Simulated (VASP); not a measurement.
# SiSbTe2 (P-3m1) in VASP: notebook

The runs below take SiSbTe2 through single point, relaxation of cell and atoms, with PBE.

Program: VASP 6.6.1. These are calculated values, not measurements. Logs are shortened: lines on timing, memory, paths and dates and some standing lists are left out, and cuts for length are marked.

**1. The cell of the first run**

Symmetry: P-3m1, No. 164, trigonal system. Conventional cell: a = 3.957 Å, b = 3.957 Å, c = 8.037 Å, α = 90.00°, β = 90.00°, γ = 120.00°. Within 3.8 Å of Si (site symmetry -3m) lie 6 Te at 2.87 Å. Within 4.3 Å of Sb (site symmetry -3m) lie 6 Te at 3.23 Å and 6 Sb at 3.96 Å and 2 Si at 4.02 Å. Te (site symmetry 3m) has 3 Si at 2.87 Å and 3 Sb at 3.23 Å within 3.8 Å.

**2. Single point, PBE**

Contents of INCAR:

```
SYSTEM = SiSbTe2
PREC = Accurate
ENCUT = 520
EDIFF = 1E-7
ISMEAR = 0
SIGMA = 0.1
LREAL = .FALSE.
LASPH = .TRUE.
NELM = 60
ALGO = Normal
ISIF = 2
LWAVE = .FALSE.
LCHARG = .TRUE.
GGA = PE
LELF = .TRUE.
LVHAR = .TRUE.
NBANDS = 18
```

Contents of KPOINTS:

```
Automatic mesh
0
G
  6 6 4
  0 0 0
```

Contents of POSCAR:

```
SiSbTe2
1.0
    3.9571114623     -0.0000000028      0.0000000000
   -1.9785557287      3.4269590534      0.0000000000
    0.0000000000      0.0000000000      8.0365957552
Si Sb Te
1 1 2
Direct
    0.0000000000      0.0000000000      0.5000000000
    0.0000000000      0.0000000000      0.0000000000
    0.3333333333      0.6666666667      0.7156366103
    0.6666666667      0.3333333333      0.2843633897
```

Potentials or basis: VASP PAW PBE potentials, release 64 (Si, Sb, Te).

Started as:

```console
> cat potpaw_PBE.64/Si/POTCAR potpaw_PBE.64/Sb/POTCAR potpaw_PBE.64/Te/POTCAR > POTCAR
> mpirun -np 1 vasp_std > vasp.out
```

OUTCAR:

```text
SYSTEM = SiSbTe2
   PREC = Accurate
   ENCUT = 520
   EDIFF = 1E-7
   ISMEAR = 0
   LREAL = .FALSE.
   LASPH = .TRUE.
   NELM = 60
   ISIF = 2
   GGA = PE

 ion  position               nearest neighbor table
   1  0.000  0.000  0.500-   3 2.87   4 2.87   4 2.87   3 2.87   4 2.87   3 2.87
   2  0.000  0.000  0.000-   3 3.23   4 3.23   4 3.23   3 3.23   4 3.23   3 3.23
   3  0.333  0.667  0.716-   1 2.87   1 2.87   1 2.87   2 3.23   2 3.23   2 3.23
   4  0.667  0.333  0.284-   1 2.87   1 2.87   1 2.87   2 3.23   2 3.23   2 3.23

  LATTYP: Found a hexagonal cell.
 ALAT       =     3.9571114623
 C/A-ratio  =     2.0309247874

  Lattice vectors:

 A1 = (   3.9571114623,  -0.0000000028,   0.0000000000)
 A2 = (  -1.9785557287,   3.4269590534,   0.0000000000)
 A3 = (   0.0000000000,   0.0000000000,   8.0365957552)

Analysis of symmetry for initial positions (statically):
=====================================================================
 Subroutine PRICEL returns:
 Original cell was already a primitive cell.

 Routine SETGRP: Setting up the symmetry group for a
 hexagonal supercell.

 Subroutine GETGRP returns: Found 12 space group operations
 (whereof 12 operations were pure point group operations)
 out of a pool of 24 trial point group operations.

The static configuration has the point symmetry D_3d.

Analysis of symmetry for dynamics (positions and initial velocities):
=====================================================================
 Subroutine PRICEL returns:
 Original cell was already a primitive cell.

 Routine SETGRP: Setting up the symmetry group for a
 hexagonal supercell.

 Subroutine GETGRP returns: Found 12 space group operations
 (whereof 12 operations were pure point group operations)
 out of a pool of 24 trial point group operations.

The dynamic configuration has the point symmetry D_3d.

 Subroutine INISYM returns: Found 12 space group operations
 (whereof 12 operations are pure point group operations),
 and found     1 'primitive' translations

----------------------------------------------------------------------------------------

                                     Primitive cell

  volume of cell :     108.9831

  direct lattice vectors                    reciprocal lattice vectors
     3.957111462 -0.000000003  0.000000000     0.252709586  0.145901947  0.000000000
    -1.978555729  3.426959053  0.000000000     0.000000000  0.291803895  0.000000000
     0.000000000  0.000000000  8.036595755     0.000000000  0.000000000  0.124430795

  length of vectors
     3.957111462  3.957111462  8.036595755     0.291803895  0.291803895  0.124430795

  position of ions in fractional coordinates (direct lattice)
     0.000000000  0.000000000  0.500000000
     0.000000000  0.000000000  0.000000000
     0.333333333  0.666666667  0.715636610
     0.666666667  0.333333333  0.284363390

  ion indices of the primitive-cell ions
   primitive index   ion index
                 1           1
                 2           2
                 3           3
                 4           4

----------------------------------------------------------------------------------------

 KPOINTS: Automatic mesh

Automatic generation of k-mesh.
 Grid dimensions read from file:
 generate k-points for:    6    6    4

 Generating k-lattice:

  Cartesian coordinates                     Fractional coordinates (reciprocal lattice)
     0.042118264  0.024316991  0.000000000     0.166666667 -0.000000000  0.000000000
     0.000000000  0.048633983  0.000000000     0.000000000  0.166666667  0.000000000
     0.000000000  0.000000000  0.031107699     0.000000000  0.000000000  0.250000000

  Length of vectors
     0.048633983  0.048633983  0.031107699

  Shift w.r.t. Gamma in fractional coordinates (k-lattice)
     0.000000000  0.000000000  0.000000000

 Subroutine IBZKPT returns following result:
 ===========================================

 Found     24 irreducible k-points:

 Following reciprocal coordinates:
            Coordinates               Weight
  0.000000  0.000000  0.000000      1.000000
  0.166667  0.000000  0.000000      6.000000
  0.333333 -0.000000  0.000000      6.000000
  0.500000 -0.000000  0.000000      3.000000
  0.166667  0.166667  0.000000      6.000000
  0.333333  0.166667  0.000000     12.000000
[... 16 lines left out ...]
  0.333333  0.166667  0.500000     12.000000
  0.333333  0.333333  0.500000      2.000000
   k-points           NKPTS =     24   k-points in BZ     NKDIM =     24   number of bands    NBANDS=     18
   number of dos      NEDOS =    301   number of ions     NIONS =      4
   total plane-waves  NPLWV =  54000
   dimension x,y,z NGX =    30 NGY =   30 NGZ =   60
   dimension x,y,z NGXF=    60 NGYF=   60 NGZF=  120
   ions per type =               1   1   2
   NGX,Y,Z   is equivalent  to a cutoff of  12.60, 12.60, 12.41 a.u.
   NGXF,Y,Z  is equivalent  to a cutoff of  25.21, 25.21, 24.82 a.u.
 SYSTEM =  SiSbTe2
   PREC   = accura    normal or accurate (medium, high low for compatibility)
   ISTART =      0    job   : 0-new  1-cont  2-samecut
   ICHARG =      2    charge: 1-file 2-atom 10-const
   ISPIN  =      1    spin polarized calculation?
   LNONCOLLINEAR =      F non collinear calculations
   LSORBIT =      F    spin-orbit coupling
   LASPH  =      T    aspherical Exc in radial PAW
   ENCUT  =  520.0 eV  38.22 Ry    6.18 a.u.   7.36  7.36 14.94*2*pi/ulx,y,z
   NELM   =     60;   NELMIN=  2; NELMDL= -5     # of ELM steps
   EDIFF  = 0.1E-06   stopping-criterion for ELM
   LREAL  =      F    real-space projection
   EDIFFG = 0.1E-05   stopping-criterion for IOM
   NSW    =      0    number of steps for IOM
   IBRION =     -1    ionic relax: 0-MD 1-quasi-New 2-CG
   NFREE  =      0    steps in history (QN), initial steepest desc. (CG)
   ISIF   =      2    stress and relaxation
   ISYM   =      2    0-nonsym 1-usesym 2-fastsym
   POTIM  = 0.5000    time-step for ionic-motion
   TEBEG  =    0.0;   TEEND  =   0.0 temperature during run
   PSTRESS=    0.0 pullay stress
   NELECT =      21.0000    total number of electrons
   NUPDOWN=      -1.0000    fix difference up-down
   EMIN   =  10.00;   EMAX   =-10.00  energy-range for DOS
   EFERMI =   0.00;   METHOD = LEGACY
   ISMEAR =     0;   SIGMA  =   0.10  broadening in eV -4-tet -1-fermi 0-gaus
   EFERMI_NEDOS =   21; number of points for ismear=-14 and -15
   IALGO  =     38    algorithm
   IMIX   =      4    mixing-type and parameters
     AMIX     =   0.40;   BMIX     =  1.00
     AMIX_MAG =   1.60;   BMIX_MAG =  1.00
  volume/ion in A,a.u.               =      27.25       183.86
  Fermi-wavevector in a.u.,A,eV,Ry     =   0.945572  1.786873 12.165068  0.894107
  Thomas-Fermi vector in A             =   2.073487
   LORBIT       =      0    0 simple, 1 ext, 2 COOP (PROOUT), +10 PAW based schemes
   GGA     = PE    functional components
   LHFCALC =     F    Hartree Fock is set to
   AEXX    =    0.0000 exact exchange contribution
   IVDW    =     0    specifies the selected vdW correction
   LEPSILON=     F    determine dielectric tensor
   LRPA    =     F    only Hartree local field effects (RPA)
 non-spin polarized calculation
 Gauss-broadening in eV      SIGMA  =   0.10
  energy-cutoff  :      520.00
  volume of cell :      108.98
 maximum number of plane-waves:      2976
 NGX is ok and might be reduce to    30
   NGX = 15   NGY = 15   NGZ = 29

 number of electron      21.0000002 magnetization

 Free energy of the ion-electron system (eV)
  ---------------------------------------------------
  ext. energy  EPLUGINS =         0.00000000
  ---------------------------------------------------
  free energy    TOTEN  =       -15.02832438 eV

  energy without entropy =      -15.01300759  energy(sigma->0) =      -15.02066598

 E-fermi :   7.2909     XC(G=0):  -9.7487

 val. band max:        7.2709935269   @ k =   0.5000  -0.0000   0.0000
 cond. band min:       7.3117877639   @ k =   0.3333  -0.0000   0.2500
 fundamental gap:      0.0407942370
 Fermi energy:         7.2908996592

 k-point     1 :       0.0000    0.0000    0.0000
  band No.  band energies     occupation
      1      -6.1945      2.00000
      2      -4.8046      2.00000
      3      -2.8462      2.00000
      4       1.9240      2.00000
      5       3.6315      2.00000
      6       5.9078      2.00000
[... 10 lines left out ...]
     17      11.3460      0.00000
     18      12.9749      0.00000

 k-point     2 :       0.1667    0.0000    0.0000
  band No.  band energies     occupation
      1      -5.9051      2.00000
      2      -4.5924      2.00000
      3      -2.5638      2.00000
      4       1.3628      2.00000
      5       3.7390      2.00000
      6       4.4393      2.00000
[... 10 lines left out ...]
     17      11.9337      0.00000
     18      12.7532      0.00000

 k-point     3 :       0.3333   -0.0000    0.0000
  band No.  band energies     occupation
      1      -5.1042      2.00000
      2      -4.1264      2.00000
      3      -1.8729      2.00000
      4      -0.0296      2.00000
      5       2.2592      2.00000
      6       3.3028      2.00000
[... 10 lines left out ...]
     17      12.2366      0.00000
     18      12.7951      0.00000

 k-point     4 :       0.5000   -0.0000    0.0000
  band No.  band energies     occupation
      1      -4.2418      2.00000
      2      -4.1220      2.00000
      3      -1.6695      2.00000
      4      -0.4626      2.00000
      5       1.4084      2.00000
      6       2.1364      2.00000
[... 10 lines left out ...]
     17      12.0473      0.00000
     18      12.5293      0.00000

 k-point     5 :       0.1667    0.1667    0.0000
  band No.  band energies     occupation
      1      -5.3560      2.00000
      2      -4.2391      2.00000
      3      -2.0639      2.00000
      4       0.3961      2.00000
      5       2.7550      2.00000
      6       4.0729      2.00000
[... 10 lines left out ...]
     17      12.4983      0.00000
     18      12.8151      0.00000

 k-point     6 :       0.3333    0.1667    0.0000
  band No.  band energies     occupation
      1      -4.4484      2.00000
      2      -3.9147      2.00000
      3      -1.6642      2.00000
      4      -0.4163      2.00000
      5       1.7741      2.00000
      6       2.6633      2.00000
[... 10 lines left out ...]
     17      11.6354      0.00000
     18      13.3825      0.00000

 k-point     7 :       0.3333    0.3333    0.0000
  band No.  band energies     occupation
      1      -3.8887      2.00000
      2      -3.8887      2.00000
      3      -1.8915      2.00000
      4      -0.2774      2.00000
      5       2.1057      2.00000
      6       2.6417      2.00000
[... 10 lines left out ...]
     17      13.7579      0.00000
     18      13.7580      0.00000

 k-point     8 :       0.0000    0.0000    0.2500
  band No.  band energies     occupation
      1      -6.0852      2.00000
      2      -5.1246      2.00000
      3      -2.3375      2.00000
      4       0.9385      2.00000
      5       4.6911      2.00000
      6       5.9637      2.00000
[... 10 lines left out ...]
     17      11.5371      0.00000
     18      13.2736      0.00000
[... 229 lines left out ...]
     17      12.2623      0.00000
     18      13.0785      0.00000

 k-point    20 :       0.3333   -0.0000    0.5000
  band No.  band energies     occupation
      1      -4.8644      2.00000
      2      -4.5371      2.00000
      3      -1.5397      2.00000
      4      -0.0384      2.00000
      5       2.4144      2.00000
      6       2.9467      2.00000
[... 10 lines left out ...]
     17      12.3719      0.00000
     18      12.9148      0.00000

 k-point    21 :       0.5000   -0.0000    0.5000
  band No.  band energies     occupation
      1      -4.2340      2.00000
      2      -4.0858      2.00000
      3      -1.8070      2.00000
      4      -0.7642      2.00000
      5       2.6461      2.00000
      6       3.2768      2.00000
[... 10 lines left out ...]
     17      12.5905      0.00000
     18      13.0486      0.00000

 k-point    22 :       0.1667    0.1667    0.5000
  band No.  band energies     occupation
      1      -5.0919      2.00000
      2      -4.7357      2.00000
      3      -1.4885      2.00000
      4       0.2075      2.00000
      5       2.7047      2.00000
      6       3.2771      2.00000
[... 10 lines left out ...]
     17      12.3473      0.00000
     18      12.5881      0.00000

 k-point    23 :       0.3333    0.1667    0.5000
  band No.  band energies     occupation
      1      -4.3043      2.00000
      2      -4.0869      2.00000
      3      -1.6660      2.00000
      4      -0.5380      2.00000
      5       2.4973      2.00000
      6       2.6858      2.00000
[... 10 lines left out ...]
     17      12.8326      0.00000
     18      13.3842      0.00000

 k-point    24 :       0.3333    0.3333    0.5000
  band No.  band energies     occupation
      1      -3.8840      2.00000
      2      -3.8840      2.00000
      3      -1.7070      2.00000
      4      -0.7942      2.00000
      5       2.0256      2.00000
      6       2.0256      2.00000
[... 10 lines left out ...]
     17      14.2604      0.00000
     18      14.2604      0.00000

------------------------ aborting loop because EDIFF is reached ----------------------------------------

  FORCE on cell =-STRESS in cart. coord.  units (eV):
  Direction    XX          YY          ZZ          XY          YZ          ZX
  --------------------------------------------------------------------------------------
  -------------------------------------------------------------------------------------
  Total       -0.1493754     -0.1493754      0.1114238     -0.0000000     -0.0000000      0.0000000
  in kB       -2.1959893     -2.1959893      1.6380572     -0.0000000     -0.0000000      0.0000000
  external PRESSURE =      -0.9179738 kB  Pullay stress =       0.0000000 kB

 VOLUME and BASIS-vectors are now :
 -----------------------------------------------------------------------------
  energy-cutoff  :      520.00
  volume of cell :      108.98
      direct lattice vectors                 reciprocal lattice vectors
     3.957111462 -0.000000003  0.000000000     0.252709586  0.145901947  0.000000000
    -1.978555729  3.426959053  0.000000000     0.000000000  0.291803895  0.000000000
     0.000000000  0.000000000  8.036595755     0.000000000  0.000000000  0.124430795

 POSITION                                       TOTAL-FORCE (eV/Angst)
 -----------------------------------------------------------------------------------
      0.00000      0.00000      4.01830        -0.000000      0.000000     -0.000000
      0.00000      0.00000      0.00000        -0.000000      0.000000     -0.000000
      0.00000      2.28464      5.75128        -0.000000     -0.000000      0.042444
      1.97856      1.14232      2.28531         0.000000      0.000000     -0.042444
 -----------------------------------------------------------------------------------
    total drift:                               -0.000000      0.000000     -0.000000

  FREE ENERGIE OF THE ION-ELECTRON SYSTEM (eV)
  ---------------------------------------------------
  free  energy   TOTEN  =       -15.0283243819 eV

  energy  without entropy=      -15.0130075857  energy(sigma->0) =      -15.02066598
```

It took 22 s on 1 thread of Intel Xeon 6975P-C (Granite Rapids), shared host; peak memory 0.24 GiB.

What came out:

| Property | Result |
| --- | --- |
| Free energy | -15.0283 eV |
| Pressure | -0.1 GPa |
| Largest force | 0.042 eV/Å |

Forces on the atoms (eV/Å):
```
Si   0.000  0.000  0.000
Sb   0.000  0.000  0.000
Te   0.000  0.000  0.042
Te   0.000  0.000 -0.042
```

Caveat: spin-orbit coupling is left out, which moves the levels of the heavy elements.

**3. Single point, PBE**

Contents of INCAR:

```
SYSTEM = SiSbTe2
PREC = Accurate
ENCUT = 520
EDIFF = 1E-6
ISMEAR = 0
SIGMA = 0.1
LREAL = .FALSE.
LASPH = .TRUE.
NELM = 60
ALGO = Normal
ISIF = 2
LWAVE = .FALSE.
LCHARG = .FALSE.
GGA = PE
NBANDS = 18
```

Contents of KPOINTS:

```
Automatic mesh
0
G
  12 12 6
  0 0 0
```

Contents of POSCAR:

```
SiSbTe2
1.0
    3.9378501638      0.0000000000      0.0000000000
   -1.9689250819      3.4102782782      0.0000000000
    0.0000000000      0.0000000000      8.1044529532
Si Sb Te
1 1 2
Direct
    0.0000000000      0.0000000000      0.5000000000
    0.0000000000      0.0000000000      0.0000000000
    0.3333333333      0.6666666667      0.7150903754
    0.6666666667      0.3333333333      0.2849096246
```

Potentials or basis: VASP PAW PBE potentials, release 64 (Si, Sb, Te).

Started as:

```console
> cat potpaw_PBE.64/Si/POTCAR potpaw_PBE.64/Sb/POTCAR potpaw_PBE.64/Te/POTCAR > POTCAR
> mpirun -np 1 vasp_std > vasp.out
```

Wall time 71 s (1 thread of Intel Xeon 6975P-C (Granite Rapids), shared host); peak memory 0.37 GiB.

The run converged. Its results:

```
Free energy   : -15.0164 eV
Pressure      : 0.0 GPa
Largest force : 0.016 eV/Å
```

Forces on the atoms (eV/Å):
```
Si   0.000  0.000  0.000
Sb   0.000  0.000  0.000
Te   0.000  0.000  0.016
Te   0.000  0.000 -0.016
```

Levels at points of the mesh, in eV from the Fermi level:
```tsv
k point	band 6	band 7	band 8	band 9	band 10	band 11	band 12	band 13	band 14	band 15
(0.00, 0.00, 0.00)	-1.36	-1.36	-0.88	-0.88	0.90	1.10	1.30	1.30	2.38	2.38
(0.50, 0.00, 0.00)	-5.22	-3.26	-1.77	-1.48	-1.30	-0.83	-0.36	-0.05	2.82	2.93
(0.00, 0.00, 0.50)	-1.22	-1.22	-1.22	-1.06	-1.06	1.50	1.50	2.06	2.06	2.40
(0.50, 0.00, 0.50)	-4.09	-3.80	-3.52	-3.00	-2.26	0.58	1.30	1.54	1.68	2.79
```

Caveat: spin-orbit coupling is left out, which moves the levels of the heavy elements.

(Part 1 of 2 ends here.)
